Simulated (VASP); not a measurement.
# Hf (P6_3/mmc) in VASP: notebook

Runs on Hf. Level: PBEsol. Tasks: single point.

Program: VASP 6.6.1. These are calculated values, not measurements. Logs are shortened: lines on timing, memory, paths and dates and some standing lists are left out, and cuts for length are marked.

## Step 1: The cell of the first run

Symmetry: P6_3/mmc, No. 194, hexagonal system. The conventional cell has a = 2.837 Å, b = 2.837 Å, c = 5.058 Å, α = 90.00°, β = 90.00°, γ = 120.00°. Within 3.7 Å of Hf (site symmetry -6m2) lie 12 Hf at 2.84 to 3.01 Å.

## Step 2: Single point, PBEsol (strain -0.1125 x Voigt [1, 1, 0, 0, 0, 0])

INCAR

```
PREC     = Accurate       # precision mode
ENCUT    = 520            # plane-wave cutoff, eV
EDIFF    = 1E-6           # SCF threshold, eV
ISMEAR   = 0              # smearing method
SIGMA    = 0.15           # smearing width, eV
LREAL    = False          # projectors in reciprocal space
LASPH    = True           # aspherical terms in the spheres
NELM     = 60             # most SCF steps
ALGO     = Normal         # electronic algorithm
ISIF     = 2              # what is computed and relaxed
LWAVE    = False          # write WAVECAR
LCHARG   = False          # write CHGCAR
GGA      = PS             # functional
NBANDS   = 17             # bands
```

KPOINTS

```
Automatic mesh
0
Gamma
  18 18 10
```

POSCAR

```
Hf
1.0
    2.8370699402      0.0000000000      0.0000000000
   -1.4185349701      2.4569746406      0.0000000000
    0.0000000000      0.0000000000      5.0578000000
Hf
2
Direct
    0.3333333333      0.6666666667      0.2500000000
    0.6666666667      0.3333333333      0.7500000000
```

Potentials or basis: VASP PAW PBE potentials, release 64 (Hf_pv).

Run with:

```sh
$ cat potpaw_PBE.64/Hf_pv/POTCAR > POTCAR
$ mpirun -np 1 vasp_std > vasp.out
```

OUTCAR:

```text
PREC = Accurate
   ENCUT = 520
   EDIFF = 1E-6
   ISMEAR = 0
   LREAL = False
   LASPH = True
   NELM = 60
   ISIF = 2
   GGA = PS

 ion  position               nearest neighbor table
   1  0.333  0.667  0.250-   2 3.01   2 3.01   2 3.01   2 3.01   2 3.01   2 3.01
   2  0.667  0.333  0.750-   1 3.01   1 3.01   1 3.01   1 3.01   1 3.01   1 3.01

  LATTYP: Found a hexagonal cell.
 ALAT       =     2.8370699402
 C/A-ratio  =     1.7827547810

  Lattice vectors:

 A1 = (   2.8370699402,   0.0000000000,   0.0000000000)
 A2 = (  -1.4185349701,   2.4569746406,   0.0000000000)
 A3 = (   0.0000000000,   0.0000000000,   5.0578000000)

Analysis of symmetry for initial positions (statically):
=====================================================================
 Subroutine PRICEL returns:
 Original cell was already a primitive cell.

 Routine SETGRP: Setting up the symmetry group for a
 hexagonal supercell.

 Subroutine GETGRP returns: Found 24 space group operations
 (whereof 12 operations were pure point group operations)
 out of a pool of 24 trial point group operations.

The static configuration has the point symmetry D_3d.
 The point group associated with its full space group is D_6h.

Analysis of symmetry for dynamics (positions and initial velocities):
=====================================================================
 Subroutine PRICEL returns:
 Original cell was already a primitive cell.

 Routine SETGRP: Setting up the symmetry group for a
 hexagonal supercell.

 Subroutine GETGRP returns: Found 24 space group operations
 (whereof 12 operations were pure point group operations)
 out of a pool of 24 trial point group operations.

The dynamic configuration has the point symmetry D_3d.
 The point group associated with its full space group is D_6h.

 Subroutine INISYM returns: Found 24 space group operations
 (whereof 12 operations are pure point group operations),
 and found     1 'primitive' translations

----------------------------------------------------------------------------------------

                                     Primitive cell

  volume of cell :      35.2559

  direct lattice vectors                    reciprocal lattice vectors
     2.837069940  0.000000000  0.000000000     0.352476330  0.203502304  0.000000000
    -1.418534970  2.456974641  0.000000000     0.000000000  0.407004608  0.000000000
     0.000000000  0.000000000  5.057800000     0.000000000  0.000000000  0.197714421

  length of vectors
     2.837069940  2.837069940  5.057800000     0.407004608  0.407004608  0.197714421

[... 80 lines left out ...]
   EDIFF  = 0.1E-05   stopping-criterion for ELM
   LREAL  =      F    real-space projection
   EDIFFG = 0.1E-04   stopping-criterion for IOM
   NSW    =      0    number of steps for IOM
   IBRION =     -1    ionic relax: 0-MD 1-quasi-New 2-CG
   NFREE  =      0    steps in history (QN), initial steepest desc. (CG)
   ISIF   =      2    stress and relaxation
   ISYM   =      2    0-nonsym 1-usesym 2-fastsym
   POTIM  = 0.5000    time-step for ionic-motion
   TEBEG  =    0.0;   TEEND  =   0.0 temperature during run
   PSTRESS=    0.0 pullay stress
   NELECT =      20.0000    total number of electrons
   NUPDOWN=      -1.0000    fix difference up-down
   EMIN   =  10.00;   EMAX   =-10.00  energy-range for DOS
   EFERMI =   0.00;   METHOD = LEGACY
   ISMEAR =     0;   SIGMA  =   0.15  broadening in eV -4-tet -1-fermi 0-gaus
   EFERMI_NEDOS =   21; number of points for ismear=-14 and -15
   IALGO  =     38    algorithm
   IMIX   =      4    mixing-type and parameters
     AMIX     =   0.40;   BMIX     =  1.00
     AMIX_MAG =   1.60;   BMIX_MAG =  1.00
  volume/ion in A,a.u.               =      17.63       118.96
  Fermi-wavevector in a.u.,A,eV,Ry     =   1.355212  2.560980 24.988470  1.836601
  Thomas-Fermi vector in A             =   2.482319
   LORBIT       =      0    0 simple, 1 ext, 2 COOP (PROOUT), +10 PAW based schemes
   GGA     = PS    functional components
   LHFCALC =     F    Hartree Fock is set to
   AEXX    =    0.0000 exact exchange contribution
   IVDW    =     0    specifies the selected vdW correction
   LEPSILON=     F    determine dielectric tensor
   LRPA    =     F    only Hartree local field effects (RPA)
 non-spin polarized calculation
 Gauss-broadening in eV      SIGMA  =   0.15
  energy-cutoff  :      520.00
  volume of cell :       35.26
 maximum number of plane-waves:       968
 NGX is ok and might be reduce to    24
   NGX = 11   NGY = 11   NGZ = 19

 number of electron      19.9999999 magnetization

 Free energy of the ion-electron system (eV)
  ---------------------------------------------------
  ext. energy  EPLUGINS =         0.00000000
  ---------------------------------------------------
  free energy    TOTEN  =       -20.21569948 eV

  energy without entropy =      -20.19553473  energy(sigma->0) =      -20.20561711

 E-fermi :   6.4248     XC(G=0): -12.5229

 val. band max:        6.4241985638   @ k =   0.3889   0.1667   0.3000
 cond. band min:       6.4262508129   @ k =   0.2222   0.1111   0.3000
 fundamental gap:      0.0020522492
 Fermi energy:         6.4247904061

 k-point     1 :       0.0000    0.0000    0.0000
  band No.  band energies     occupation
      1     -24.3362      2.00000
      2     -22.8880      2.00000
      3     -22.7576      2.00000
      4     -22.7576      2.00000
      5     -22.6206      2.00000
      6     -22.6206      2.00000
[... 457 lines left out ...]
      4     -23.3270      2.00000
      5     -23.1115      2.00000
      6     -23.0820      2.00000
[... 9 lines left out ...]
     16      13.9230      0.00000
     17      16.2469      0.00000

 [... further k-points ...]

------------------------ aborting loop because EDIFF is reached ----------------------------------------

  FORCE on cell =-STRESS in cart. coord.  units (eV):
  Direction    XX          YY          ZZ          XY          YZ          ZX
  --------------------------------------------------------------------------------------
  -------------------------------------------------------------------------------------
  Total        7.7610887      7.7610887      4.6473290      0.0000000      0.0000000      0.0000000
  in kB      352.6962639    352.6962639    211.1940295      0.0000000      0.0000000      0.0000000
  external PRESSURE =     305.5288525 kB  Pullay stress =       0.0000000 kB

 VOLUME and BASIS-vectors are now :
 -----------------------------------------------------------------------------
  energy-cutoff  :      520.00
  volume of cell :       35.26
      direct lattice vectors                 reciprocal lattice vectors
     2.837069940  0.000000000  0.000000000     0.352476330  0.203502304  0.000000000
    -1.418534970  2.456974641  0.000000000     0.000000000  0.407004608  0.000000000
     0.000000000  0.000000000  5.057800000     0.000000000  0.000000000  0.197714421

 POSITION                                       TOTAL-FORCE (eV/Angst)
 -----------------------------------------------------------------------------------
     -0.00000      1.63798      1.26445         0.000000     -0.000000      0.000000
      1.41853      0.81899      3.79335         0.000000      0.000000      0.000000
 -----------------------------------------------------------------------------------
    total drift:                                0.000000     -0.000000      0.000000

  FREE ENERGIE OF THE ION-ELECTRON SYSTEM (eV)
  ---------------------------------------------------
  free  energy   TOTEN  =       -20.2156994801 eV

  energy  without entropy=      -20.1955347299  energy(sigma->0) =      -20.20561711
```

Wall time 32 s (1 thread of Intel Xeon 6975P-C (Granite Rapids), shared host); peak memory 0.24 GiB.

What came out:

| Item | Value |
| --- | --- |
| Free energy | -20.2157 eV |
| Pressure | 30.6 GPa |
| Band gap on the k mesh | zero (bands 10 and 11 overlap by 1.12 eV) |

Stress tensor (GPa, compression positive):
```
35.27  0.00  0.00
 0.00 35.27  0.00
 0.00  0.00 21.12
```

Caveat: the cell differs from its parent crystal (strain -0.1125 x Voigt [1, 1, 0, 0, 0, 0]); the cell stands under pressure; the PAW data sets were made with another functional, which shifts forces and pressure a little; spin-orbit coupling is left out, which moves the levels of the heavy elements.

## Step 3: Single point, PBEsol (strain +0.1125 x Voigt [1, 1, 0, 0, 0, 0])

INCAR

```
ALGO = Fast ; EDIFF = 1E-7
ENCUT = 520 ; GGA = PS
ISIF = 2 ; ISMEAR = 0
LASPH = True ; LCHARG = False
LREAL = False ; LWAVE = False
NBANDS = 17 ; NELM = 60
PREC = Accurate ; SIGMA = 0.15
```

KPOINTS

```
k-points
0
Gamma
  18 18 10
```

POSCAR

```
Hf
1.0
    3.5563271082      0.0000000000      0.0000000000
   -1.7781635541      3.0798696198      0.0000000000
    0.0000000000      0.0000000000      5.0578000000
Hf
2
Direct
    0.3333333333      0.6666666667      0.2500000000
    0.6666666667      0.3333333333      0.7500000000
```

Potentials or basis: VASP PAW PBE potentials, release 64 (Hf_pv).

Run with:

```sh
$ cat potpaw_PBE.64/Hf_pv/POTCAR > POTCAR
$ mpirun -np 1 vasp_std > vasp.out
```

OUTCAR:

```text
EDIFF = 1E-7
   ENCUT = 520
   GGA = PS
   ISIF = 2
   ISMEAR = 0
   LASPH = True
   LREAL = False
   NELM = 60
   PREC = Accurate

 ion  position               nearest neighbor table
   1  0.333  0.667  0.250-   2 3.26   2 3.26   2 3.26   2 3.26   2 3.26   2 3.26
   2  0.667  0.333  0.750-   1 3.26   1 3.26   1 3.26   1 3.26   1 3.26   1 3.26

  LATTYP: Found a hexagonal cell.
 ALAT       =     3.5563271082
 C/A-ratio  =     1.4221976343

  Lattice vectors:

[... 670 lines left out ...]

------------------------ aborting loop because EDIFF is reached ----------------------------------------

  FORCE on cell =-STRESS in cart. coord.  units (eV):
  Direction    XX          YY          ZZ          XY          YZ          ZX
  --------------------------------------------------------------------------------------
  -------------------------------------------------------------------------------------
  Total       -6.9662953     -6.9662953     -4.7173942      0.0000000      0.0000000     -0.0000000
  in kB     -201.4729647   -201.4729647   -136.4322574      0.0000000      0.0000000     -0.0000000
  external PRESSURE =    -179.7927289 kB  Pullay stress =       0.0000000 kB

 VOLUME and BASIS-vectors are now :
 -----------------------------------------------------------------------------
  energy-cutoff  :      520.00
  volume of cell :       55.40
      direct lattice vectors                 reciprocal lattice vectors
     3.556327108  0.000000000  0.000000000     0.281188982  0.162344535  0.000000000
    -1.778163554  3.079869620  0.000000000     0.000000000  0.324689069  0.000000000
     0.000000000  0.000000000  5.057800000     0.000000000  0.000000000  0.197714421

 POSITION                                       TOTAL-FORCE (eV/Angst)
 -----------------------------------------------------------------------------------
     -0.00000      2.05325      1.26445         0.000000     -0.000000      0.000000
      1.77816      1.02662      3.79335        -0.000000      0.000000      0.000000
 -----------------------------------------------------------------------------------
    total drift:                                0.000000     -0.000000      0.000000

  FREE ENERGIE OF THE ION-ELECTRON SYSTEM (eV)
  ---------------------------------------------------
  free  energy   TOTEN  =       -20.0773545324 eV

  energy  without entropy=      -20.0583539611  energy(sigma->0) =      -20.06785425
```

stdout:

```text
POSCAR found type information on POSCAR Hf
 POSCAR found :  1 types and       2 ions
 scaLAPACK will be used
 -----------------------------------------------------------------------------
|                                                                             |
|                                                                             |
|     You enforced a specific xc type in the INCAR file but a different       |
|     I HOPE YOU KNOW WHAT YOU ARE DOING!                                     |
|                                                                             |
 -----------------------------------------------------------------------------

 LDA part: xc-table for (Slater+PW92), standard interpolation
 POSCAR, INCAR and KPOINTS ok, starting setup
 FFT: planning ... GRIDC
 FFT: planning ... GRID_SOFT
 FFT: planning ... GRID
 WAVECAR not read
 entering main loop
```

Run time: 1.8 min. Hardware: 1 thread of Intel Xeon 6975P-C (Granite Rapids), shared host; peak memory 0.3 GiB.

Results:

```yaml
Free_energy: -20.0774 eV
Pressure: -18.0 GPa
Band_gap_on_the_k_mesh: zero (bands 10 and 11 overlap by 1.35 eV)
```

Stress tensor (GPa, compression positive):
```
-20.15   0.00   0.00
  0.00 -20.15   0.00
  0.00   0.00 -13.64
```

Caveat: the cell differs from its parent crystal (strain +0.1125 x Voigt [1, 1, 0, 0, 0, 0]); the cell stands under tension; the PAW data sets were made with another functional, which shifts forces and pressure a little; spin-orbit coupling is left out, which moves the levels of the heavy elements.

## Step 4: Single point, PBEsol (strain +0.1312 x Voigt [1, 1, 0, 0, 0, 0])

INCAR

```
SYSTEM = Hf
  PREC = Accurate
  ENCUT = 520
  EDIFF = 1E-7
  ISMEAR = 0
  SIGMA = 0.15
  LREAL = .FALSE.
  LASPH = .TRUE.
  NELM = 80
  ALGO = Fast
  ISIF = 2
  LWAVE = .FALSE.
  LCHARG = .FALSE.
  GGA = PS
  NBANDS = 17
```

KPOINTS

```
regular mesh
0
G
  18 18 10
  0 0 0
```

POSCAR

```
Hf
1.0
    3.6161053706      0.0000000000      0.0000000000
   -1.8080526853      3.1316391137      0.0000000000
    0.0000000000      0.0000000000      5.0578000000
Hf
2
Direct
    0.3333333333      0.6666666667      0.2500000000
    0.6666666667      0.3333333333      0.7500000000
```

Run with:

```sh
$ cat potpaw_PBE.64/Hf_pv/POTCAR > POTCAR
$ mpirun -np 1 vasp_std > vasp.out
```

Wall time 2.1 min (1 thread of Intel Xeon 6975P-C (Granite Rapids), shared host); peak memory 0.31 GiB.

The run converged. Its results:

| Item | Value |
| --- | --- |
| Free energy | -19.8345 eV |
| Pressure | -19.0 GPa |
| Band gap on the k mesh | zero (bands 10 and 11 overlap by 1.33 eV) |

Stress tensor (GPa, compression positive):
```
-21.24   0.00   0.00
  0.00 -21.24   0.00
  0.00   0.00 -14.59
```

Levels at points of the mesh, in eV from the Fermi level:
| k point | band 6 | band 7 | band 8 | band 9 | band 10 | band 11 | band 12 | band 13 | band 14 | band 15 |
| --- | --- | --- | --- | --- | --- | --- | --- | --- | --- | --- |
| (0.00, 0.00, 0.00) | -31.02 | -6.53 | -2.71 | 0.81 | 0.81 | 0.95 | 1.37 | 1.37 | 1.62 | 1.62 |
| (0.50, 0.00, 0.00) | -31.09 | -3.21 | -2.03 | -1.42 | -1.37 | 0.15 | 1.04 | 1.88 | 3.71 | 4.33 |
| (0.00, 0.00, 0.50) | -31.13 | -4.62 | -4.62 | 0.48 | 0.48 | 0.48 | 0.48 | 0.67 | 0.67 | 3.73 |
| (0.50, 0.00, 0.50) | -31.10 | -2.77 | -2.77 | -0.53 | -0.53 | 0.69 | 0.69 | 1.62 | 1.62 | 4.10 |

Caveat: the cell differs from its parent crystal (strain +0.1312 x Voigt [1, 1, 0, 0, 0, 0]); the cell stands under tension; the PAW data sets were made with another functional, which shifts forces and pressure a little; spin-orbit coupling is left out, which moves the levels of the heavy elements.

## Step 5: Single point, PBEsol (strain +0.1500 x Voigt [1, 1, 0, 0, 0, 0])

INCAR

```
  PREC = Accurate
  ENCUT = 520
  EDIFF = 1E-6
  ISMEAR = 0
  SIGMA = 0.15
  LREAL = False
  LASPH = True
  NELM = 60
  ALGO = Fast
  ISIF = 2
  LWAVE = False
  LCHARG = False
  GGA = PS
  NBANDS = 17
```

KPOINTS

```
regular mesh
0
Gamma
  18 18 10
```

POSCAR

```
Hf
1.0
    3.6762033028      0.0000000000      0.0000000000
   -1.8381016514      3.1836854497      0.0000000000
    0.0000000000      0.0000000000      5.0578000000
Hf
2
Direct
    0.3333333333      0.6666666667      0.2500000000
    0.6666666667      0.3333333333      0.7500000000
```

Run with:

```sh
$ cat potpaw_PBE.64/Hf_pv/POTCAR > POTCAR
$ mpirun -np 1 vasp_std > vasp.out
```

It took 1.8 min on 1 thread of Intel Xeon 6975P-C (Granite Rapids), shared host; peak memory 0.31 GiB.

The run converged. Its results:

- Free energy: -19.5750 eV
- Pressure: -19.9 GPa
- Band gap on the k mesh: zero (bands 10 and 11 overlap by 1.32 eV)

Stress tensor (GPa, compression positive):
```
-22.05   0.00   0.00
  0.00 -22.05   0.00
  0.00   0.00 -15.47
```

Levels at points of the mesh, in eV from the Fermi level:
| k point | band 6 | band 7 | band 8 | band 9 | band 10 | band 11 | band 12 | band 13 | band 14 | band 15 |
| --- | --- | --- | --- | --- | --- | --- | --- | --- | --- | --- |
| (0.00, 0.00, 0.00) | -31.12 | -6.41 | -2.58 | 0.77 | 0.77 | 1.01 | 1.25 | 1.25 | 1.57 | 1.57 |
| (0.50, 0.00, 0.00) | -31.19 | -3.19 | -1.95 | -1.39 | -1.33 | 0.10 | 1.06 | 1.91 | 3.49 | 4.12 |
| (0.00, 0.00, 0.50) | -31.23 | -4.51 | -4.51 | 0.42 | 0.42 | 0.42 | 0.42 | 0.73 | 0.73 | 3.62 |
| (0.50, 0.00, 0.50) | -31.19 | -2.69 | -2.69 | -0.50 | -0.50 | 0.68 | 0.68 | 1.52 | 1.52 | 3.89 |

Caveat: the cell differs from its parent crystal (strain +0.1500 x Voigt [1, 1, 0, 0, 0, 0]); the cell stands under tension; the PAW data sets were made with another functional, which shifts forces and pressure a little; spin-orbit coupling is left out, which moves the levels of the heavy elements.

## Step 6: The runs side by side

| cell | gap on the mesh (eV) | pressure (GPa) |
| --- | --- | --- |
| a = 2.837, b = 2.837, c = 5.058 Å, angles 90.0, 90.0, 120.0°, 2 atoms | none | 30.6 |
| a = 3.556, b = 3.556, c = 5.058 Å, angles 90.0, 90.0, 120.0°, 2 atoms | none | -18.0 |
| a = 3.616, b = 3.616, c = 5.058 Å, angles 90.0, 90.0, 120.0°, 2 atoms | none | -19.0 |
| a = 3.676, b = 3.676, c = 5.058 Å, angles 90.0, 90.0, 120.0°, 2 atoms | none | -19.9 |

Alike in all rows: task single point; level PBEsol; potentials or basis VASP PAW PBE potentials, release 64 (Hf_pv); no spin polarisation; k mesh 18 × 18 × 10; cutoff (eV) 520; smearing gaussian 0.15 eV.

Caveats: the PAW data sets were made with another functional, which shifts forces and pressure a little; spin-orbit coupling is left out, which moves the levels of the heavy elements; the cell stands under tension (at least some runs); the cell stands under pressure (at least some runs).

Total energies depend on the potentials used, so only differences within one code and one set of settings carry meaning.
